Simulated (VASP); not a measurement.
A run of VASP 6.6.1:

Contents of INCAR:

```
SYSTEM = LaNb2F3
PREC = Accurate ; ENCUT = 520
EDIFF = 1E-7 ; ISMEAR = 0
SIGMA = 0.1 ; LREAL = .False.
LASPH = .True. ; NELM = 80
ALGO = Normal ; ISIF = 2
LWAVE = .False. ; LCHARG = .False.
GGA = PE ; NBANDS = 38
```

The input KPOINTS:

```
Automatic mesh
0
Gamma
  12 12 4
  0 0 0
```

Contents of POSCAR:

```
LaNb2F3
1.0
    3.0439282022      0.0000000000      0.0000000000
    0.0000000000      3.0439282022      0.0000000000
    0.0000000000      0.0000000000     13.0264463989
La Nb F
1 2 3
Direct
    0.5000000000      0.5000000000      0.5000000000
    0.5000000000      0.5000000000      0.8888758984
    0.5000000000      0.5000000000      0.1111241016
    0.0000000000      0.0000000000      0.0000000000
    0.0000000000      0.0000000000      0.5989055814
    0.0000000000      0.0000000000      0.4010944186
```

Potentials or basis: VASP PAW PBE potentials, release 64 (La, Nb_sv, F).

Command:

```sh
$ cat potpaw_PBE.64/La/POTCAR potpaw_PBE.64/Nb_sv/POTCAR potpaw_PBE.64/F/POTCAR > POTCAR
$ mpirun -np 1 vasp_std > vasp.out
```

Hardware: 1 thread of Intel Xeon 8259CL, on a shared host.

Problem. How long does it take, and how much memory?

Solution. Wall time 25 min on 1 thread of Intel Xeon 8259CL, on a shared host, peak memory 0.51 GiB. Counts: scf iterations 32, k points 84.
